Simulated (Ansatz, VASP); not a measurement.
## Two plane-wave programs on CuAs

```xyz
4
Lattice="4.0443 0.0000 0.0000 -2.0221 3.5025 0.0000 0.0000 0.0000 4.8580" Properties=species:S:1:pos:R:3 pbc="T T T"
Cu    0.0000    0.0000    2.4290
Cu    0.0000    0.0000    0.0000
As    2.0222    1.1675    3.6435
As    0.0000    2.3350    1.2145
```

Alike in both runs: task single point; functional LDA; k mesh 12 × 12 × 8; occupations gaussian, width 0.15 eV; no spin polarisation.

|  | VASP | Ansatz |
| --- | --- | --- |
| version | VASP 6.6.1 | Ansatz 0.2.0 |
| potentials or method | VASP PAW LDA potentials, release 64 (Cu, As), cutoff 520 eV | scalar-relativistic, plane waves, PAW |
| valence electrons in the cell | 32 | 68 |

Ansatz gave:

* gap on the k mesh at the Fermi level (eV): none
* pressure (GPa): -12.3
* traceless stress, the component that is largest in VASP (GPa): 4.49

What did VASP give for the same quantities?

gap on the k mesh at the Fermi level (eV): none; pressure (GPa): -11.9; traceless stress, the component that is largest in VASP (GPa): 4.53.

LDA's correlation is that of Perdew and Zunger in VASP and of Perdew and Wang (1992) in Ansatz. A gap of «none» marks a metal or a gap that the smearing closes. VASP's potentials hold 32 valence electrons a cell and Ansatz's 68, so a difference there can come from the potentials and not from the codes.
